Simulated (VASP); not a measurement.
Here is a VASP 6.6.1 calculation.

The input INCAR:

```
SYSTEM = ZnSe
ALGO     = Normal         ! electronic algorithm
EDIFF    = 1E-7           ! SCF threshold, eV
EDIFFG   = -0.005         ! ionic threshold
ENCUT    = 600            ! plane-wave cutoff, eV
GGA      = PS             ! functional
IBRION   = 2              ! ionic algorithm
ISIF     = 3              ! what is computed and relaxed
ISMEAR   = 0              ! smearing method
LASPH    = .TRUE.         ! aspherical terms in the spheres
LCHARG   = .FALSE.        ! write CHGCAR
LREAL    = .FALSE.        ! projectors in reciprocal space
LWAVE    = .FALSE.        ! write WAVECAR
NELM     = 60             ! most SCF steps
NSW      = 100            ! ionic steps
PREC     = Accurate       ! precision mode
SIGMA    = 0.02           ! smearing width, eV
```

Contents of KPOINTS:

```
k-points
0
G
  8 8 8
  0 0 0
```

The input POSCAR:

```
ZnSe
1.0
    0.0000000000      2.8338000000      2.8338000000
    2.8338000000      0.0000000000      2.8338000000
    2.8338000000      2.8338000000      0.0000000000
Zn Se
1 1
Direct
    0.0000000000      0.0000000000      0.0000000000
    0.7500000000      0.7500000000      0.7500000000
```

Potentials or basis: VASP PAW PBE potentials, release 64 (Zn, Se).

The run is started by

```sh
$ cat potpaw_PBE.64/Zn/POTCAR potpaw_PBE.64/Se/POTCAR > POTCAR
$ mpirun -np 1 vasp_std > vasp.out
```

**Question.** What does it give for the relaxed volume?

**Answer.** 22.43 Å³/atom.

**Question.** Predict the space group after relaxing (to 0.05 Å).

**Answer.** F-43m (No. 216).

**Question.** Estimate the band gap on the k mesh.

**Answer.** 1.23 eV, direct.

**Question.** What does it give for the relaxed cell?

**Answer.** a = 3.988 Å, b = 3.988 Å, c = 3.988 Å, α = 60.00°, β = 60.00°, γ = 60.00°.

Step by step:
| step | energy change (eV) | largest force (eV/Å) | pressure (GPa) | volume (Å³) |
| --- | --- | --- | --- | --- |
| 1 | 0.0000 | 0.0000 | -0.90 | 45.51 |
| 2 | -0.0017 | 0.0000 | 0.28 | 44.67 |
| 3 | -0.0019 | 0.0000 | 0.00 | 44.86 |

Caveat: the PAW data sets were made with another functional, which shifts forces and pressure a little. A hybrid or GW would open this gap; PBEsol tends to underestimate it.
